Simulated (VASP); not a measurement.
A run of VASP 6.6.1 is set up as follows.

File INCAR:

```
PREC = Accurate
ENCUT = 500
EDIFF = 1E-6
ISMEAR = 0
SIGMA = 0.15
LREAL = False
LASPH = True
NELM = 120
ALGO = Normal
ISIF = 2
LWAVE = False
LCHARG = False
GGA = CA
NBANDS = 14
GGA_COMPAT = False
```

Contents of KPOINTS:

```
Automatic mesh
0
Gamma
  22 22 22
```

POSCAR

```
Ir
1.0
    0.0000000000      2.1668810392      1.5911407471
    2.1668810392      0.0000000000      1.5911407471
    2.1668810392      2.1668810392      0.0000000000
Ir
1
Direct
    0.0000000000      0.0000000000      0.0000000000
```

Potentials or basis: VASP PAW LDA potentials, release 64 (Ir_sv_GW).

Launch:

```bash
$ cat potpaw_LDA.64/Ir_sv_GW/POTCAR > POTCAR
$ mpirun -np 1 vasp_std > vasp.out
```

Problem. Estimate the pressure.

Solution. -16.1 GPa.

Stress tensor (GPa, compression positive):
```
-23.14   0.00   0.00
  0.00 -23.14   0.00
  0.00   0.00  -2.05
```
